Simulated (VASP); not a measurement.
# NaI (I4/mmm) in VASP: notebook

Runs on NaI. Level: r2SCAN. Tasks: single point.

Program: VASP 6.6.1. These are calculated values, not measurements. Logs are shortened: lines on timing, memory, paths and dates and some standing lists are left out, and cuts for length are marked.

## Step 1: The cell of the first run

The structure is tetragonal, space group I4/mmm (No. 139). The conventional cell has a = 4.508 Å, b = 4.508 Å, c = 6.667 Å, α = 90.00°, β = 90.00°, γ = 90.00°. Na (site symmetry 4/mmm) has 6 I at 3.19 to 3.33 Å within 4.2 Å. I (site symmetry 4/mmm) has 6 Na at 3.19 to 3.33 Å within 4.2 Å.

## Step 2: Single point, r2SCAN (strain -0.015 along x and y, +0.030 along z)

The input, POSCAR:

```
NaI
1.0
    0.0000000000      3.1878540000      3.3334920000
    3.1878540000      0.0000000000      3.3334920000
    3.1878540000      3.1878540000      0.0000000000
Na I
1 1
Direct
    0.0000000000      0.0000000000      0.0000000000
    0.5000000000      0.5000000000      0.5000000000
```

The input, INCAR.step1:

```
PREC = Accurate
ENCUT = 520
ISMEAR = 0
SIGMA = 0.05
LREAL = False
LASPH = True
NELM = 60
NBANDS = 14
GGA = PE
ALGO = Normal
EDIFF = 1E-4
LWAVE = True
LCHARG = False
```

The input, INCAR.step2:

```
PREC = Accurate
ENCUT = 520
EDIFF = 1E-7
ISMEAR = 0
SIGMA = 0.05
LREAL = False
LASPH = True
NELM = 60
ALGO = Normal
ISIF = 2
LWAVE = False
LCHARG = True
METAGGA = R2SCAN
LMIXTAU = True
LELF = True
LVHAR = True
NBANDS = 14
ISTART = 1
```

The input, KPOINTS:

```
regular mesh
0
Gamma
  6 6 6
```

Potentials or basis: VASP PAW PBE potentials, release 64 (Na_pv, I).

Started as:

```
$ cat potpaw_PBE.64/Na_pv/POTCAR potpaw_PBE.64/I/POTCAR > POTCAR
$ cp INCAR.step1 INCAR
$ mpirun -np 1 vasp_std > vasp.out
$ cp INCAR.step2 INCAR
$ mpirun -np 1 vasp_std > vasp.out
```

OUTCAR:

```text
PREC = Accurate
   ENCUT = 520
   EDIFF = 1E-7
   ISMEAR = 0
   LREAL = False
   LASPH = True
   NELM = 60
   ISIF = 2
   METAGGA = R2SCAN
   ISTART = 1

 ion  position               nearest neighbor table
   1  0.000  0.000  0.000-
   2  0.500  0.500  0.500-

  LATTYP: Found a body centered tetragonal cell.
 ALAT       =     4.5083063617
 C/A-ratio  =     1.4788223038

  Lattice vectors:

 A1 = (  -3.1878540000,   0.0000000000,   3.3334920000)
 A2 = (   3.1878540000,   0.0000000000,   3.3334920000)
 A3 = (   0.0000000000,   3.1878540000,  -3.3334920000)

Analysis of symmetry for initial positions (statically):
=====================================================================
 Subroutine PRICEL returns:
 Original cell was already a primitive cell.

 Routine SETGRP: Setting up the symmetry group for a
 body centered tetragonal supercell.

 Subroutine GETGRP returns: Found 16 space group operations
 (whereof 16 operations were pure point group operations)
 out of a pool of 16 trial point group operations.

The static configuration has the point symmetry D_4h.

Analysis of symmetry for dynamics (positions and initial velocities):
=====================================================================
 Subroutine PRICEL returns:
 Original cell was already a primitive cell.

 Routine SETGRP: Setting up the symmetry group for a
 body centered tetragonal supercell.

 Subroutine GETGRP returns: Found 16 space group operations
 (whereof 16 operations were pure point group operations)
 out of a pool of 16 trial point group operations.

The dynamic configuration has the point symmetry D_4h.

 Subroutine INISYM returns: Found 16 space group operations
 (whereof 16 operations are pure point group operations),
 and found     1 'primitive' translations

----------------------------------------------------------------------------------------

                                     Primitive cell

  volume of cell :      67.7526

  direct lattice vectors                    reciprocal lattice vectors
     0.000000000  3.187854000  3.333492000    -0.156845326  0.156845326  0.149992860
     3.187854000  0.000000000  3.333492000     0.156845326 -0.156845326  0.149992860
     3.187854000  3.187854000  0.000000000     0.156845326  0.156845326 -0.149992860

  length of vectors
     4.612437755  4.612437755  4.508306362     0.267766261  0.267766261  0.267766261

  position of ions in fractional coordinates (direct lattice)
     0.000000000  0.000000000  0.000000000
     0.500000000  0.500000000  0.500000000

  ion indices of the primitive-cell ions
   primitive index   ion index
                 1           1
                 2           2

----------------------------------------------------------------------------------------

 KPOINTS: regular mesh

Automatic generation of k-mesh.
 Grid dimensions read from file:
 generate k-points for:    6    6    6

 Generating k-lattice:

  Cartesian coordinates                     Fractional coordinates (reciprocal lattice)
    -0.026140888  0.026140888  0.024998810     0.166666667 -0.000000000  0.000000000
     0.026140888 -0.026140888  0.024998810    -0.000000000  0.166666667  0.000000000
     0.026140888  0.026140888 -0.024998810     0.000000000  0.000000000  0.166666667

  Length of vectors
     0.044627710  0.044627710  0.044627710

  Shift w.r.t. Gamma in fractional coordinates (k-lattice)
     0.000000000  0.000000000  0.000000000

 Subroutine IBZKPT returns following result:
 ===========================================

 Found     30 irreducible k-points:

 Following reciprocal coordinates:
            Coordinates               Weight
  0.000000  0.000000  0.000000      1.000000
  0.166667  0.000000  0.000000      8.000000
  0.333333  0.000000  0.000000      8.000000
  0.500000  0.000000  0.000000      4.000000
  0.166667  0.166667  0.000000      2.000000
  0.333333  0.166667  0.000000      8.000000
[... 16 lines left out ...]
  0.333333  0.000000  0.333333      4.000000
  0.500000  0.000000  0.333333     16.000000
 [... further k-points ...]
   k-points           NKPTS =     30   k-points in BZ     NKDIM =     30   number of bands    NBANDS=     14
   number of dos      NEDOS =    301   number of ions     NIONS =      2
   total plane-waves  NPLWV =  46656
   dimension x,y,z NGX =    36 NGY =   36 NGZ =   36
   dimension x,y,z NGXF=    72 NGYF=   72 NGZF=   72
   ions per type =               1   1
   NGX,Y,Z   is equivalent  to a cutoff of  12.98, 12.98, 13.28 a.u.
   NGXF,Y,Z  is equivalent  to a cutoff of  25.95, 25.95, 26.55 a.u.
 SYSTEM =  unknown system
   PREC   = accura    normal or accurate (medium, high low for compatibility)
   ISTART =      1    job   : 0-new  1-cont  2-samecut
   ICHARG =      0    charge: 1-file 2-atom 10-const
   ISPIN  =      1    spin polarized calculation?
   LNONCOLLINEAR =      F non collinear calculations
   LSORBIT =      F    spin-orbit coupling
   LASPH  =      T    aspherical Exc in radial PAW
   ENCUT  =  520.0 eV  38.22 Ry    6.18 a.u.   8.58  8.58  8.38*2*pi/ulx,y,z
   NELM   =     60;   NELMIN=  2; NELMDL=  0     # of ELM steps
   EDIFF  = 0.1E-06   stopping-criterion for ELM
   LREAL  =      F    real-space projection
   EDIFFG = 0.1E-05   stopping-criterion for IOM
   NSW    =      0    number of steps for IOM
   IBRION =     -1    ionic relax: 0-MD 1-quasi-New 2-CG
   NFREE  =      0    steps in history (QN), initial steepest desc. (CG)
   ISIF   =      2    stress and relaxation
   ISYM   =      2    0-nonsym 1-usesym 2-fastsym
   POTIM  = 0.5000    time-step for ionic-motion
   TEBEG  =    0.0;   TEEND  =   0.0 temperature during run
   PSTRESS=    0.0 pullay stress
   NELECT =      14.0000    total number of electrons
   NUPDOWN=      -1.0000    fix difference up-down
   EMIN   =  10.00;   EMAX   =-10.00  energy-range for DOS
   EFERMI =   0.00;   METHOD = LEGACY
   ISMEAR =     0;   SIGMA  =   0.05  broadening in eV -4-tet -1-fermi 0-gaus
   EFERMI_NEDOS =   21; number of points for ismear=-14 and -15
   IALGO  =     38    algorithm
   IMIX   =      4    mixing-type and parameters
     AMIX     =   0.40;   BMIX     =  1.00
     AMIX_MAG =   1.60;   BMIX_MAG =  1.00
  volume/ion in A,a.u.               =      33.88       228.61
  Fermi-wavevector in a.u.,A,eV,Ry     =   0.967852  1.828974 12.745076  0.936737
  Thomas-Fermi vector in A             =   2.097772
   LORBIT       =      0    0 simple, 1 ext, 2 COOP (PROOUT), +10 PAW based schemes
   METAGGA = R2SCAN    functional components
   LHFCALC =     F    Hartree Fock is set to
   AEXX    =    0.0000 exact exchange contribution
   IVDW    =     0    specifies the selected vdW correction
   LEPSILON=     F    determine dielectric tensor
   LRPA    =     F    only Hartree local field effects (RPA)
 non-spin polarized calculation
 Gauss-broadening in eV      SIGMA  =   0.05
  energy-cutoff  :      520.00
  volume of cell :       67.75
 maximum number of plane-waves:      1857
 NGX is ok and might be reduce to    36
   NGX = 17   NGY = 17   NGZ = 17

 number of electron      13.9999992 magnetization

 Free energy of the ion-electron system (eV)
  ---------------------------------------------------
  ext. energy  EPLUGINS =         0.00000000
  ---------------------------------------------------
  free energy    TOTEN  =       -31.07804393 eV

  energy without entropy =      -31.07804393  energy(sigma->0) =      -31.07804393

 E-fermi :   0.7786     XC(G=0):  -8.0689

 val. band max:        0.5106302075   @ k =   0.0000   0.0000   0.0000
 cond. band min:       4.9265526646   @ k =   0.0000   0.0000   0.0000
 fundamental gap:      4.4159224571
 Fermi energy:         0.7786349787

 k-point     1 :       0.0000    0.0000    0.0000
  band No.  band energies     occupation
      1     -22.7663      2.00000
      2     -22.7621      2.00000
      3     -22.7619      2.00000
      4     -10.8658      2.00000
      5       0.4680      2.00000
      6       0.4680      2.00000
      7       0.5106      2.00000
      8       4.9266      0.00000
      9       8.7725      0.00000
     10       9.0653      0.00000
     11       9.0653      0.00000
     12      10.5568      0.00000
     13      11.0601      0.00000
     14      11.6119      0.00000

 k-point     2 :       0.1667    0.0000    0.0000
  band No.  band energies     occupation
      1     -22.7668      2.00000
      2     -22.7629      2.00000
      3     -22.7621      2.00000
      4     -10.7870      2.00000
      5      -0.2292      2.00000
      6       0.4034      2.00000
      7       0.4037      2.00000
      8       5.7063      0.00000
      9       8.5014      0.00000
     10       9.0426      0.00000
     11       9.3164      0.00000
     12      10.2240      0.00000
     13      10.5112      0.00000
     14      12.2100      0.00000

 k-point     3 :       0.3333    0.0000    0.0000
  band No.  band energies     occupation
      1     -22.7683      2.00000
      2     -22.7643      2.00000
      3     -22.7622      2.00000
      4     -10.6198      2.00000
      5      -1.2735      2.00000
      6       0.2269      2.00000
      7       0.2825      2.00000
      8       6.2345      0.00000
      9       8.6288      0.00000
     10       8.9971      0.00000
     11       9.2911      0.00000
     12      11.3949      0.00000
     13      11.4220      0.00000
     14      11.5826      0.00000
[... 324 lines left out ...]
 k-point    23 :       0.3333    0.0000    0.3333
  band No.  band energies     occupation
      1     -22.7674      2.00000
      2     -22.7651      2.00000
      3     -22.7636      2.00000
      4     -10.5400      2.00000
      5      -1.1342      2.00000
      6      -0.2136      2.00000
      7      -0.0591      2.00000
      8       6.3041      0.00000
      9       6.8596      0.00000
     10       9.5568      0.00000
     11      10.9523      0.00000
     12      11.3781      0.00000
     13      11.9289      0.00000
     14      15.4249      0.00000

 k-point    24 :       0.5000    0.0000    0.3333
  band No.  band energies     occupation
      1     -22.7679      2.00000
      2     -22.7655      2.00000
      3     -22.7640      2.00000
      4     -10.4571      2.00000
      5      -1.3198      2.00000
      6      -0.5159      2.00000
      7      -0.1870      2.00000
      8       6.2161      0.00000
      9       7.1289      0.00000
     10       9.8246      0.00000
     11      10.7103      0.00000
     12      12.2498      0.00000
     13      13.5250      0.00000
     14      14.4537      0.00000

 [... further k-points ...]

------------------------ aborting loop because EDIFF is reached ----------------------------------------

  FORCE on cell =-STRESS in cart. coord.  units (eV):
  Direction    XX          YY          ZZ          XY          YZ          ZX
  --------------------------------------------------------------------------------------
  -------------------------------------------------------------------------------------
  Total        0.1148917      0.1148917     -0.3709928      0.0000000      0.0000000      0.0000000
  in kB        2.7168953      2.7168953     -8.7730335      0.0000000      0.0000000      0.0000000
  external PRESSURE =      -1.1130810 kB  Pullay stress =       0.0000000 kB

 VOLUME and BASIS-vectors are now :
 -----------------------------------------------------------------------------
  energy-cutoff  :      520.00
  volume of cell :       67.75
      direct lattice vectors                 reciprocal lattice vectors
     0.000000000  3.187854000  3.333492000    -0.156845326  0.156845326  0.149992860
     3.187854000  0.000000000  3.333492000     0.156845326 -0.156845326  0.149992860
     3.187854000  3.187854000  0.000000000     0.156845326  0.156845326 -0.149992860

 POSITION                                       TOTAL-FORCE (eV/Angst)
 -----------------------------------------------------------------------------------
      0.00000      0.00000      0.00000        -0.000000      0.000000      0.000000
      3.18785      3.18785      3.33349         0.000000     -0.000000      0.000000
 -----------------------------------------------------------------------------------
    total drift:                                0.000000      0.000000      0.000000

  FREE ENERGIE OF THE ION-ELECTRON SYSTEM (eV)
  ---------------------------------------------------
  free  energy   TOTEN  =       -31.0780439333 eV

  energy  without entropy=      -31.0780439333  energy(sigma->0) =      -31.07804393
```

Run time: 61 s. Hardware: 1 thread of Intel Xeon 6975P-C (Granite Rapids), shared host; peak memory 0.22 GiB.

Results:

| Quantity | Value |
| --- | --- |
| Free energy | -31.0780 eV |
| Pressure | -0.1 GPa |
| Band gap on the k mesh | 4.42 eV |

Stress tensor (GPa, compression positive):
```
 0.27  0.00  0.00
 0.00  0.27  0.00
 0.00  0.00 -0.88
```

Caveat: the cell differs from its parent crystal (strain -0.015 along x and y, +0.030 along z); the PAW data sets were made with another functional, which shifts forces and pressure a little; spin-orbit coupling is left out, which moves the levels of the heavy elements.

## Step 3: Single point, r2SCAN (strain +0.000 along x and y, +0.015 along z)

The input, POSCAR:

```
NaI
1.0
    0.0000000000      3.2364000000      3.2849460000
    3.2364000000      0.0000000000      3.2849460000
    3.2364000000      3.2364000000      0.0000000000
Na I
1 1
Direct
    0.0000000000      0.0000000000      0.0000000000
    0.5000000000      0.5000000000      0.5000000000
```

The input, INCAR.step1:

```
ALGO = Normal
EDIFF = 1E-4
ENCUT = 520
GGA = PE
ISMEAR = 0
LASPH = T
LCHARG = F
LREAL = F
LWAVE = T
NBANDS = 14
NELM = 60
PREC = Accurate
SIGMA = 0.05
```

The input, INCAR.step2:

```
ALGO = Normal
EDIFF = 1E-6
ENCUT = 520
ISIF = 2
ISMEAR = 0
ISTART = 1
LASPH = T
LCHARG = F
LMIXTAU = T
LREAL = F
LWAVE = F
METAGGA = R2SCAN
NBANDS = 14
NELM = 60
PREC = Accurate
SIGMA = 0.05
```

The input, KPOINTS:

```
k-points
0
Gamma
  6 6 6
```

Potentials or basis: VASP PAW PBE potentials, release 64 (Na_pv, I).

Started as:

```
$ cat potpaw_PBE.64/Na_pv/POTCAR potpaw_PBE.64/I/POTCAR > POTCAR
$ cp INCAR.step1 INCAR
$ mpirun -np 1 vasp_std > vasp.out
$ cp INCAR.step2 INCAR
$ mpirun -np 1 vasp_std > vasp.out
```

OUTCAR:

```text
EDIFF = 1E-6
   ENCUT = 520
   ISIF = 2
   ISMEAR = 0
   ISTART = 1
   LASPH = T
   LREAL = F
   METAGGA = R2SCAN
   NELM = 60
   PREC = Accurate

 ion  position               nearest neighbor table
   1  0.000  0.000  0.000-
   2  0.500  0.500  0.500-

  LATTYP: Found a body centered tetragonal cell.
 ALAT       =     4.5769607733
 C/A-ratio  =     1.4354267658

  Lattice vectors:

[... 592 lines left out ...]
     14      14.3157      0.00000

 [... further k-points ...]

------------------------ aborting loop because EDIFF is reached ----------------------------------------

  FORCE on cell =-STRESS in cart. coord.  units (eV):
  Direction    XX          YY          ZZ          XY          YZ          ZX
  --------------------------------------------------------------------------------------
  -------------------------------------------------------------------------------------
  Total       -0.1196282     -0.1196282     -0.2785688      0.0000000     -0.0000000      0.0000000
  in kB       -2.7852327     -2.7852327     -6.4857538      0.0000000     -0.0000000      0.0000000
  external PRESSURE =      -4.0187398 kB  Pullay stress =       0.0000000 kB

 VOLUME and BASIS-vectors are now :
 -----------------------------------------------------------------------------
  energy-cutoff  :      520.00
  volume of cell :       68.81
      direct lattice vectors                 reciprocal lattice vectors
     0.000000000  3.236400000  3.284946000    -0.154492646  0.154492646  0.152209504
     3.236400000  0.000000000  3.284946000     0.154492646 -0.154492646  0.152209504
     3.236400000  3.236400000  0.000000000     0.154492646  0.154492646 -0.152209504

 POSITION                                       TOTAL-FORCE (eV/Angst)
 -----------------------------------------------------------------------------------
      0.00000      0.00000      0.00000         0.000000     -0.000000      0.000000
      3.23640      3.23640      3.28495        -0.000000      0.000000      0.000000
 -----------------------------------------------------------------------------------
    total drift:                                0.000000      0.000000      0.000000

  FREE ENERGIE OF THE ION-ELECTRON SYSTEM (eV)
  ---------------------------------------------------
  free  energy   TOTEN  =       -31.0826828020 eV

  energy  without entropy=      -31.0826828020  energy(sigma->0) =      -31.08268280
```

OUTCAR.step1:

```text
EDIFF = 1E-4
   ENCUT = 520
   GGA = PE
   ISMEAR = 0
   LASPH = T
[... 630 lines left out ...]
 -----------------------------------------------------------------------------------
      0.00000      0.00000      0.00000        -0.000000      0.000000      0.000000
      3.23640      3.23640      3.28495         0.000000     -0.000000     -0.000000
 -----------------------------------------------------------------------------------
    total drift:                                0.000000      0.000000      0.000000

  FREE ENERGIE OF THE ION-ELECTRON SYSTEM (eV)
  ---------------------------------------------------
  free  energy   TOTEN  =        -5.3861850171 eV

  energy  without entropy=       -5.3861850171  energy(sigma->0) =       -5.38618502
```

Run time: 46 s. Hardware: 1 thread of Intel Xeon 6975P-C (Granite Rapids), shared host; peak memory 0.22 GiB.

What came out:

```yaml
Free_energy: -31.0827 eV
Pressure: -0.4 GPa
Band_gap_on_the_k_mesh: 4.38 eV
```

Stress tensor (GPa, compression positive):
```
-0.28  0.00  0.00
 0.00 -0.28  0.00
 0.00  0.00 -0.65
```

Caveat: the cell differs from its parent crystal (strain +0.000 along x and y, +0.015 along z); the PAW data sets were made with another functional, which shifts forces and pressure a little; spin-orbit coupling is left out, which moves the levels of the heavy elements.
